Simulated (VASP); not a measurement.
Here is a VASP 6.6.1 calculation.

File INCAR:

```
SYSTEM = Bi
  ALGO = Fast
  EDIFF = 1E-6
  ENCUT = 520
  GGA = PE
  ISIF = 2
  ISMEAR = 0
  LASPH = .TRUE.
  LCHARG = .FALSE.
  LREAL = .FALSE.
  LWAVE = .FALSE.
  NBANDS = 38
  NELM = 100
  PREC = Accurate
  SIGMA = 0.1
```

KPOINTS

```
k-points
0
G
  12 12 6
  0 0 0
```

File POSCAR:

```
Bi
1.0
    4.5061988084      0.0000000000      0.0000000000
   -2.2530994042      3.9024826426      0.0000000000
    0.0000000000      0.0000000000      9.5016786546
Bi
4
Direct
    0.0000000000      0.0000000000      0.8092172887
    0.0000000000      0.0000000000      0.1907827113
    0.3333333333      0.6666666667      0.6352661918
    0.6666666667      0.3333333333      0.3647338082
```

Potentials or basis: VASP PAW PBE potentials, release 64 (Bi_d).

The run is started by

```bash
$ cat potpaw_PBE.64/Bi_d/POTCAR > POTCAR
$ mpirun -np 1 vasp_std > vasp.out
```

(1) Estimate the largest force.

(2) What does it give for the pressure?

## Answers

(1) 0.010 eV/Å.

(2) -0.1 GPa.
